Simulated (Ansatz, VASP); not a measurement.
# AlN: VASP beside Ansatz

POSCAR

```
AlN
1.0
    0.0000000000      2.1839935596      2.1839935596
    2.1839935596      0.0000000000      2.1839935596
    2.1839935596      2.1839935596      0.0000000000
Al N
1 1
Direct
    0.0000000000      0.0000000000      0.0000000000
    0.2500000000      0.2500000000      0.2500000000
```

INCAR.step1

```
PREC = Accurate
ENCUT = 520
EDIFF = 1E-5
ISMEAR = -1
SIGMA = 0.05
LREAL = False
LASPH = True
NELM = 60
ALGO = Normal
ISIF = 2
LWAVE = True
LCHARG = False
NBANDS = 11
GGA = PE
```

Contents of INCAR.step2:

```
PREC = Accurate
ENCUT = 520
EDIFF = 1E-6
ISMEAR = -1
SIGMA = 0.05
LREAL = False
LASPH = True
NELM = 60
ALGO = Normal
ISIF = 2
LWAVE = False
LCHARG = False
GGA = PE
LHFCALC = True
AEXX = 0.35
HFSCREEN = 0.2078699
PRECFOCK = Normal
NBANDS = 11
ISTART = 1
```

Contents of KPOINTS:

```
regular mesh
0
Gamma
  6 6 6
```

File input.yaml:

```yaml
crystal:
  lattice:
    - [0.0, 2.1839935596, 2.1839935596]
    - [2.1839935596, 0.0, 2.1839935596]
    - [2.1839935596, 2.1839935596, 0.0]
  atoms:
    - { symbol: Al, position: [0.0, 0.0, 0.0] }
    - { symbol: "N", position: [0.25, 0.25, 0.25] }
hamiltonian:
  xc:
    exchange: pbe
    correlation: pbe
    exx: { coeff: 0.35, omega: 0.2078699 }
  pseudopotentials: { kind: paw }
kpoints:
  mp_grid: { grid: [6, 6, 6] }
scf:
  occupations: { method: fermi_dirac, width: 0.05 }
output:
  forces: true
  stress: true
  eigenvalues: true
```

Alike in both runs: task single point; functional PBE-based screened hybrid; k mesh 6 × 6 × 6; occupations fermi-dirac, width 0.05 eV; no spin polarisation.

|  | VASP | Ansatz |
| --- | --- | --- |
| version | VASP 6.6.1 | Ansatz 0.2.0 |
| potentials or method | VASP PAW PBE potentials, release 64 (Al, N) | Ansatz PAW |
| plane-wave cutoff (eV) | 520 | 420 |
| valence electrons in the cell | 8 | 8 |

VASP gave:

```
gap on the k mesh at the Fermi level (eV) : 5.07
least direct gap on the mesh (eV)         : 6.11
pressure (GPa)                            : -2.6
```

Task: What did Ansatz give for the same quantities?

Result: gap on the k mesh at the Fermi level (eV): 5.06; least direct gap on the mesh (eV): 6.13; pressure (GPa): -2.4.

VASP's potentials were made for PBE, not for PBE-based screened hybrid.
